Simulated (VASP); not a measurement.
Runs of VASP 6.6.1 on Sr. The structure is that of space group I4/mmm (No. 139), or close to it. The cells are those of the table. 

```tsv
cell	further INCAR settings	gap on the mesh (eV)	pressure (GPa)
a = 4.267, b = 4.267, c = 5.744 Å, 2 atoms	ALGO = Fast; EDIFF = 1e-07; NBANDS = 17	none	-0.1
a = 4.267, b = 4.267, c = 5.845 Å, 2 atoms	ALGO = Fast; EDIFF = 1e-06; NBANDS = 17	none	-0.3
a = 4.309, b = 4.309, c = 5.809 Å, 2 atoms	ALGO = Fast; EDIFF = 1e-06; NBANDS = 17	none	(a)
a = 4.309, b = 4.309, c = 5.647 Å, 2 atoms	ALGO = Fast; EDIFF = 1e-06; NBANDS = 17	none	-0.1
```

Alike in all rows: task single point; level PBEsol; potentials or basis VASP PAW PBE potentials, release 64 (Sr_sv); no spin polarisation; k mesh 12 × 12 × 10; cutoff (eV) 520; smearing gaussian 0.1 eV.

Q: Fill in the values left out.

A: (a) -0.4.

Caveats: the PAW data sets were made with another functional, which shifts forces and pressure a little.

A k mesh can miss the band edges, and the runs leave out spin-orbit coupling on Sr.

A gap of «none» marks levels without a gap at the run's occupations.
